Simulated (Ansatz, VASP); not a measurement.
MnSb in VASP and in Ansatz

The input INCAR:

```
SYSTEM = MnSb
PREC = Accurate ; ENCUT = 500
EDIFF = 1E-6 ; ISMEAR = 0
SIGMA = 0.05 ; LREAL = .FALSE.
LASPH = .TRUE. ; NELM = 200
ALGO = Normal ; ISIF = 2
LWAVE = .FALSE. ; LCHARG = .FALSE.
ISPIN = 2 ; MAGMOM = 4.18 0
LORBIT = 11 ; LMAXMIX = 4
GGA = PS ; NBANDS = 20
GGA_COMPAT = .FALSE.
```

File KPOINTS:

```
Automatic mesh
0
G
  10 10 10
  0 0 0
```

POSCAR

```
MnSb
1.0
    0.0000000000      3.0334115296      3.0334115296
    3.0334115296      0.0000000000      3.0334115296
    3.0334115296      3.0334115296      0.0000000000
Mn Sb
1 1
Direct
    0.0000000000      0.0000000000      0.0000000000
    0.2500000000      0.2500000000      0.2500000000
```

Input for Ansatz:

```yaml
crystal:
  lattice:
    - [0.0, 3.0334115296, 3.0334115296]
    - [3.0334115296, 0.0, 3.0334115296]
    - [3.0334115296, 3.0334115296, 0.0]
  atoms:
    - { symbol: Mn, position: [0.0, 0.0, 0.0], spin: 4.18 }
    - { symbol: Sb, position: [0.25, 0.25, 0.25] }
basis:
  ecutwfc: 420
  ecutrho_ratio: 4
kpoints:
  mp_grid: { grid: [10, 10, 10] }
hamiltonian:
  xc: pbesol
scf:
  occupations: { method: gaussian, width: 0.05 }
output:
  forces: true
  stress: true
  eigenvalues: true
  populations: true
magnetization:
  spin_polarized: true
```

Alike in both runs: task single point; functional PBEsol; k mesh 10 × 10 × 10; occupations gaussian, width 0.05 eV; collinear spin.

```csv
,VASP,Ansatz
version,VASP 6.6.1,Ansatz 0.2.0
potentials or method,"VASP PAW PBE potentials, release 64 (Mn_pv, Sb), cutoff 500 eV","scalar-relativistic, plane waves, PAW"
valence electrons in the cell,18,30
```

```csv
,VASP,Ansatz,Ansatz less VASP
gap on the k mesh at the Fermi level (eV),none,none,-
pressure (GPa),0.2,0.1,-0.05
net moment per atom (μB),2.00,2.00,+0.001
size of the moment on the site where the two differ most (μB),3.83,3.79,-0.036
```

VASP's potentials were made for PBE, not for PBEsol. Site moments also hang on the region over which each program counts them. A gap of «none» marks a metal or a gap that the smearing closes. VASP's potentials hold 18 valence electrons a cell and Ansatz's 30, so a difference there can come from the potentials and not from the codes.

Spin-orbit coupling is off throughout.
